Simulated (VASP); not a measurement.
Here is a VASP 6.6.1 calculation.

Contents of INCAR:

```
PREC = Accurate ; ENCUT = 600
EDIFF = 1E-6 ; ISMEAR = 0
SIGMA = 0.1 ; LREAL = False
LASPH = True ; NELM = 80
ALGO = Normal ; ISIF = 3
LWAVE = False ; LCHARG = False
GGA = PE ; IBRION = 2
NSW = 90 ; EDIFFG = -0.04
```

The input KPOINTS:

```
Automatic mesh
0
Gamma
  6 6 6
```

File POSCAR:

```
Bi2B3Br
1.0
    2.4765025600      1.4298094197      7.0030307838
   -2.4765025600      1.4298094197      7.0030307838
    0.0000000000     -2.8596188394      7.0030307838
B Bi Br
3 2 1
Direct
    0.8761928080      0.2031109020      0.8761928080
    0.2031109020      0.8761928080      0.8761928080
    0.8761928080      0.8761928080      0.2031109020
    0.5899010668      0.5899010668      0.5899010668
    0.3758495933      0.3758495933      0.3758495933
    0.7892219518      0.7892219518      0.7892219518
```

Potentials or basis: VASP PAW PBE potentials, release 64 (B, Bi_d, Br).

Command:

```sh
$ cat potpaw_PBE.64/B/POTCAR potpaw_PBE.64/Bi_d/POTCAR potpaw_PBE.64/Br/POTCAR > POTCAR
$ mpirun -np 1 vasp_std > vasp.out
```

Task: Estimate the relaxed cell.

Result: a = 7.672 Å, b = 7.672 Å, c = 7.672 Å, α = 37.33°, β = 37.33°, γ = 37.33°.

Task: What does it give for the band gap on the k mesh?

Result: Zero (band 23 reaches 3.29 eV, above the bottom of band 24 at 3.19 eV).

Task: Predict the space group after relaxing (to 0.05 Å).

Result: R3m (No. 160).

Task: What does it give for the relaxed volume?

Result: 24.81 Å³/atom.

Forces on the atoms (eV/Å):
```
B    0.027 -0.015  0.005
B   -0.027 -0.015  0.005
B    0.000  0.031  0.005
Bi   0.000  0.000  0.026
Bi   0.000  0.000 -0.020
Br   0.000  0.000 -0.023
```

Caveat: spin-orbit coupling is left out, which moves the levels of the heavy elements.
